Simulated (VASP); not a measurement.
Input of a VASP 6.6.1 run:

File INCAR:

```
SYSTEM = Al
ALGO = Fast
EDIFF = 1E-6
ENCUT = 520
GGA = PS
ISIF = 2
ISMEAR = 0
IVDW = 12
LASPH = .True.
LCHARG = .True.
LELF = .True.
LREAL = .False.
LVHAR = .True.
LWAVE = .False.
NBANDS = 10
NELM = 100
PREC = Accurate
SIGMA = 0.1
```

File KPOINTS:

```
k-points
0
Gamma
  24 24 12
  0 0 0
```

File POSCAR:

```
Al
1.0
    2.7344505533     -0.0043442063      0.0000000000
   -1.3710834439      2.4444436645      0.0000000000
    0.0000000000      0.0000000000      4.6419322275
Al
2
Direct
    0.6655777550      0.3315433315      0.7500000000
    0.3344222450      0.6684566685      0.2500000000
```

Potentials or basis: VASP PAW PBE potentials, release 64 (Al).

The run is started by

```console
$ cat potpaw_PBE.64/Al/POTCAR > POTCAR
$ mpirun -np 1 vasp_std > vasp.out
```

Q: What does it give for the dispersion energy per atom?

A: -0.338 eV.

Q: Estimate the pressure.

A: 1.2 GPa.

Q: Predict the band gap on the k mesh.

A: Zero (band 3 reaches 12.75 eV, above the bottom of band 4 at 5.15 eV).

Stress tensor (GPa, compression positive):
```
3.25 0.10 0.00
0.10 0.14 0.00
0.00 0.00 0.08
```

Caveat: the cell differs from its parent crystal (uniaxial strain along a: -2.0 %, then relaxed in part); the PAW data sets were made with another functional, which shifts forces and pressure a little; pairwise dispersion overbinds metals, which lowers pressure and volume.
